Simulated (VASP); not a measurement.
# Ga9P8 (a cell with a defect) in VASP: single point with PBE

Aim: the single point of Ga9P8 (a cell with a defect) with PBE.

Everything below comes from runs of VASP 6.6.1. Logs are shortened: lines on timing, memory, paths and dates and some standing lists are left out, and cuts for length are marked.

### 1 The cell of the first run

The cell holds a defect, 17 atoms: a = 7.785 Å, b = 7.785 Å, c = 7.785 Å, α = 60.00°, β = 60.00°, γ = 60.00°.

### 2 Single point, PBE, collinear spin (with an interstitial atom, then relaxed in part)

INCAR reads:

```
ALGO     = Normal         # electronic algorithm
EDIFF    = 1E-6           # SCF threshold, eV
ENCUT    = 520            # plane-wave cutoff, eV
GGA      = PE             # functional
ISIF     = 2              # what is computed and relaxed
ISMEAR   = 0              # smearing method
ISPIN    = 2              # spin polarisation
LASPH    = T              # aspherical terms in the spheres
LCHARG   = F              # write CHGCAR
LORBIT   = 11             # projections on sites
LREAL    = Auto         
LWAVE    = F              # write WAVECAR
MAGMOM   = 0 0 0 0 0 0 0 0 1 0 0 0 0 0 0 0 0 # initial moments
NBANDS   = 96             # bands
NELM     = 150            # most SCF steps
PREC     = Accurate       # precision mode
SIGMA    = 0.02           # smearing width, eV
```

KPOINTS reads:

```
k-points
0
Gamma
  2 2 2
```

POSCAR reads:

```
Ga9P8
1.0
   -5.5051169764      5.5051169764      0.0000000000
   -5.5051169764      0.0000000000      5.5051169764
    0.0000000000      5.5051169764      5.5051169764
Ga P
9 8
Direct
    1.0071457389      1.0059952314      0.4951657073
    0.4941206993      1.0056992805      0.4954457993
    1.0070863728      0.4925791106      0.4954783430
    1.0008463198      0.9990973080      0.0021680633
    0.5003176206      0.4993261838      0.5017565518
    0.4940182124      1.0059695174      0.0084432843
    1.0071228878      0.4929626441      0.0085253253
    0.4940009301      0.4926246467      0.0085257257
    0.7508337733      0.7493036636      0.7520779659
    0.8791411304      0.8775104781      0.3668350958
    0.3764338593      0.8717323680      0.3777371436
    0.8728173565      0.3752365510      0.3777707410
    0.8790571896      0.8779145707      0.8804015921
    0.3763823597      0.3749939724      0.3778274297
    0.3655257761      0.8775021039      0.8803951626
    0.8790060903      0.3638821207      0.8805305196
    0.3763801145      0.3752227006      0.8742030012
```

Potentials or basis: VASP PAW PBE potentials, release 64 (Ga_d, P).

Launch:

```
cat potpaw_PBE.64/Ga_d/POTCAR potpaw_PBE.64/P/POTCAR > POTCAR
mpirun -np 1 vasp_std > vasp.out
```

OUTCAR:

```text
EDIFF = 1E-6
   ENCUT = 520
   GGA = PE
   ISIF = 2
   ISMEAR = 0
   ISPIN = 2
   LASPH = T
   LORBIT = 11
   LREAL = Auto
   NELM = 150
   PREC = Accurate

 ion  position               nearest neighbor table
   1  0.007  0.006  0.495-  12 2.35  11 2.35  10 2.45  13 2.45   9 2.82
   2  0.494  0.006  0.495-  14 2.35  11 2.35  15 2.45  10 2.45   9 2.83
   3  0.007  0.493  0.495-  14 2.35  12 2.35  10 2.45  16 2.45   9 2.83
   4  0.001  0.999  0.002-  10 2.32  15 2.32  13 2.32  16 2.32
   5  0.500  0.499  0.502-  14 2.37  11 2.37  17 2.37  12 2.37
   6  0.494  0.006  0.008-  17 2.35  11 2.35  15 2.45  13 2.45   9 2.82
   7  0.007  0.493  0.009-  12 2.35  17 2.35  13 2.45  16 2.45   9 2.82
   8  0.494  0.493  0.009-  14 2.35  17 2.35  15 2.45  16 2.45   9 2.83
   9  0.751  0.749  0.752-  13 2.45  10 2.45  15 2.45  16 2.45   7 2.82   1 2.82   6 2.82   3 2.83
                             2 2.83   8 2.83
  10  0.879  0.878  0.367-   4 2.32   1 2.45   3 2.45   2 2.45   9 2.45
  11  0.376  0.872  0.378-   1 2.35   6 2.35   2 2.35   5 2.37
  12  0.873  0.375  0.378-   1 2.35   7 2.35   3 2.35   5 2.37
  13  0.879  0.878  0.880-   4 2.32   7 2.45   6 2.45   9 2.45   1 2.45
  14  0.376  0.375  0.378-   2 2.35   3 2.35   8 2.35   5 2.37
  15  0.366  0.878  0.880-   4 2.32   8 2.45   2 2.45   6 2.45   9 2.45
  16  0.879  0.364  0.881-   4 2.32   8 2.45   3 2.45   7 2.45   9 2.45
  17  0.376  0.375  0.874-   6 2.35   7 2.35   8 2.35   5 2.37

  LATTYP: Found a face centered cubic cell.
 ALAT       =    11.0102339528

  Lattice vectors:

 A1 = (  -5.5051169764,   5.5051169764,   0.0000000000)
 A2 = (  -5.5051169764,   0.0000000000,   5.5051169764)
 A3 = (   0.0000000000,   5.5051169764,   5.5051169764)

Analysis of symmetry for initial positions (statically):
=====================================================================
 Subroutine PRICEL returns:
 Original cell was already a primitive cell.

 Routine SETGRP: Setting up the symmetry group for a
 face centered cubic supercell.

 Subroutine GETGRP returns: Found  1 space group operations
 (whereof  1 operations were pure point group operations)
 out of a pool of 48 trial point group operations.

The static configuration has the point symmetry C_1 .

Analysis of symmetry for dynamics (positions and initial velocities):
=====================================================================
 Subroutine PRICEL returns:
 Original cell was already a primitive cell.

 Routine SETGRP: Setting up the symmetry group for a
 face centered cubic supercell.

 Subroutine GETGRP returns: Found  1 space group operations
 (whereof  1 operations were pure point group operations)
 out of a pool of 48 trial point group operations.

The dynamic configuration has the point symmetry C_1 .

Analysis of structural, dynamic, and magnetic symmetry:
=====================================================================
[... 175 lines left out ...]

 val. band max:        6.2701952184   @ k =   0.0000   0.0000   0.0000
 cond. band min:       6.2723853998   @ k =   0.0000   0.0000   0.0000
 fundamental gap:      0.0021901815
 Fermi energy:         6.2714542556

 spin component 1

 k-point     1 :       0.0000    0.0000    0.0000
  band No.  band energies     occupation
      1      -9.8307      1.00000
      2      -9.8307      1.00000
      3      -9.8305      1.00000
      4      -9.7768      1.00000
      5      -9.7762      1.00000
      6      -9.7760      1.00000
[... 733 lines left out ...]
     89       9.0692      0.00000
     90       9.3851      0.00000
 Fermi energy:         6.2714542556

 spin component 2

 k-point     1 :       0.0000    0.0000    0.0000
  band No.  band energies     occupation
      1      -9.8304      1.00000
      2      -9.8304      1.00000
      3      -9.8302      1.00000
      4      -9.7765      1.00000
      5      -9.7759      1.00000
      6      -9.7757      1.00000
[... 733 lines left out ...]
     89       9.0706      0.00000
     90       9.3865      0.00000
 [bands above 90 left out]

------------------------ aborting loop because EDIFF is reached ----------------------------------------

  FORCE on cell =-STRESS in cart. coord.  units (eV):
  Direction    XX          YY          ZZ          XY          YZ          ZX
  --------------------------------------------------------------------------------------
  -------------------------------------------------------------------------------------
  Total       11.5435323     11.5555399     11.5480976     -0.0063927      0.0064106     -0.0386967
  in kB       55.4267805     55.4844355     55.4487014     -0.0306949      0.0307808     -0.1858038
  external PRESSURE =      55.4533058 kB  Pullay stress =       0.0000000 kB

 VOLUME and BASIS-vectors are now :
 -----------------------------------------------------------------------------
  energy-cutoff  :      520.00
  volume of cell :      333.68
      direct lattice vectors                 reciprocal lattice vectors
    -5.505116976  5.505116976  0.000000000    -0.090824591  0.090824591 -0.090824591
    -5.505116976  0.000000000  5.505116976    -0.090824591 -0.090824591  0.090824591
     0.000000000  5.505116976  5.505116976     0.090824591  0.090824591  0.090824591

 POSITION                                       TOTAL-FORCE (eV/Angst)
 -----------------------------------------------------------------------------------
     -0.07234      2.76528      2.75895        -0.007550      0.007079      0.002413
     -2.75157      5.44768      2.75886         0.002586     -0.008224     -0.002695
     -2.75072      2.76668      5.43937         0.003369      0.003657     -0.004709
     -5.50481      0.01659      5.51208        -0.002336     -0.005557      0.001641
     -5.50316      5.51654      5.51108        -0.005014      0.003637      0.003616
     -2.75249      2.76611      0.07934         0.002684      0.001408      0.007145
[... 9 lines left out ...]
     -6.84224      9.68645      6.85064        -0.004025      0.000124      0.000009
     -4.13766      6.88461      6.87823        -0.002732      0.005469      0.004341
 -----------------------------------------------------------------------------------
    total drift:                               -0.004949     -0.000225     -0.005551

  FREE ENERGIE OF THE ION-ELECTRON SYSTEM (eV)
  ---------------------------------------------------
  free  energy   TOTEN  =       -71.6791784704 eV

  energy  without entropy=      -71.6751484641  energy(sigma->0) =      -71.67716347

 total charge

# of ion       s       p       d       tot
------------------------------------------
    1        0.865   0.808  10.015  11.688
    2        0.865   0.808  10.015  11.688
    3        0.865   0.808  10.015  11.688
    4        0.901   0.894  10.018  11.813
    5        0.843   0.840  10.013  11.696
    6        0.865   0.808  10.015  11.688
[... 9 lines left out ...]
   16        1.047   1.478   0.000   2.525
   17        1.018   1.529   0.000   2.547
--------------------------------------------------
tot         16.301  19.257  90.162 125.720

 magnetization (x)

# of ion       s       p       d       tot
------------------------------------------
    1        0.001   0.000   0.000   0.001
    2        0.001   0.000   0.000   0.001
    3        0.001   0.000   0.000   0.001
    4        0.000  -0.000   0.000   0.000
    5        0.000   0.000   0.000   0.000
    6        0.001   0.000   0.000   0.001
[... 9 lines left out ...]
   16        0.000   0.000   0.000   0.001
   17        0.001   0.000   0.000   0.001
--------------------------------------------------
tot          0.012   0.001   0.000   0.013
```

stdout:

```text
POSCAR found type information on POSCAR GaP
 POSCAR found :  2 types and      17 ions
 scaLAPACK will be used
 LDA part: xc-table for (Slater+PW92), standard interpolation
 POSCAR, INCAR and KPOINTS ok, starting setup
 FFT: planning ... GRIDC
 FFT: planning ... GRID_SOFT
 FFT: planning ... GRID
 WAVECAR not read
 entering main loop
```

Wall time 33 min (1 thread of Oxide Virtual Turin-like, shared host); peak memory 0.78 GiB.

What came out:

```
Free energy                                           : -71.6792 eV
Pressure                                              : 5.5 GPa
Largest force                                         : 0.011 eV/Å
Net moment                                            : 0.02 μB per cell
Valence electrons inside the program's atomic spheres : Ga 11.69, 11.81, 11.70, 11.79 (each value once); P 2.52, 2.55 (each value once)
```

Forces in eV/Å, atoms in the order of the input:
```
Ga  -0.008  0.007  0.002
Ga   0.003 -0.008 -0.003
Ga   0.003  0.004 -0.005
Ga  -0.002 -0.006  0.002
Ga  -0.005  0.004  0.004
Ga   0.003  0.001  0.007
Ga   0.004  0.005 -0.005
Ga   0.006  0.002 -0.004
Ga   0.006  0.002 -0.003
P    0.004 -0.006  0.000
P   -0.002 -0.003  0.003
P   -0.002  0.003  0.001
P   -0.004 -0.002 -0.001
P    0.004 -0.007 -0.005
P   -0.002 -0.001  0.003
P   -0.004  0.000  0.000
P   -0.003  0.005  0.004
```

Caveat: the k points lie up to 0.49 Å⁻¹ apart; the cell differs from its parent crystal (with an interstitial atom, then relaxed in part).
